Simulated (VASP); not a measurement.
Mg:

```
Mg
1.0
     3.17683    0.00000    0.00000
    -1.58841    2.75121    0.00000
     0.00000    0.00000   10.31886
Mg
4
Cartesian
  1.5884 0.9171 7.7391
  0.0000 0.0000 5.1594
  0.0000 1.8341 2.5797
  0.0000 0.0000 0.0000
```

- Program: VASP 6.6.1
- Task: relaxation of cell and atoms
- Functional: RPBE
- Dispersion: D4
- Potentials or basis: VASP PAW PBE potentials, release 64 (Mg)
- Cutoff: 600 eV
- k mesh: 10 × 10 × 3
- Occupations: fermi-dirac, width 0.05 eV
- Spin: no spin polarisation

At the start: pressure 0.9 GPa; volume 22.55 Å³/atom.

**Question.** Where does the relaxation end?

**Answer.** Over 26 steps the energy falls by 171.7 meV/atom and the volume is 23.26 Å³/atom (+3.2 %); space group P6_3/mmc (No. 194, to 0.05 Å).

Step by step:
```tsv
step	energy change (eV)	largest force (eV/Å)	pressure (GPa)	volume (Å³)
1	0.0000	0.0000	0.91	90.19
2	-0.0072	0.0000	0.22	91.87
3	-0.4409	0.0000	595.17	92.76
4	-0.6722	0.0000	-1.81	94.55
5	-0.6732	0.0000	-1.78	94.47
6	-0.6817	0.0000	-1.50	93.61
7	-0.6852	0.0000	-1.28	93.19
8	-0.6842	0.0000	8.83	92.97
9	-0.6857	0.0000	-1.03	93.12
10	-0.6859	0.0000	0.44	93.05
11	-0.6825	0.0000	-1.47	93.54
12	-0.6852	0.0000	-1.31	93.20
13	-0.6858	0.0000	-0.81	93.10
14	-0.6859	0.0000	-0.36	93.07
15	-0.6859	0.0000	-0.21	93.07
16	-0.6841	0.0000	11.19	92.96
17	-0.6859	0.0000	0.07	93.06
18	-0.6860	0.0000	0.30	93.05
19	-0.6860	0.0000	0.88	93.04
20	-0.6860	0.0000	0.86	93.04
21	-0.6862	0.0000	0.80	93.04
22	-0.6864	0.0000	0.66	93.04
23	-0.6866	0.0000	0.37	93.04
24	-0.6866	0.0000	0.27	93.04
25	-0.6866	0.0000	-0.23	93.06
26	-0.6867	0.0000	-0.02	93.05
```

Final structure:
```xyz
4
Lattice="3.1929 0.0000 0.0000 -1.5965 2.7652 0.0000 0.0000 0.0000 10.5392" Properties=species:S:1:pos:R:3 pbc="T T T"
Mg    1.5965    0.9217    7.9044
Mg    0.0000    0.0000    5.2696
Mg    0.0000    1.8434    2.6348
Mg    0.0000    0.0000    0.0000
```

Caveat: the PAW data sets were made with another functional, which shifts forces and pressure a little; pairwise dispersion overbinds metals, which lowers pressure and volume.
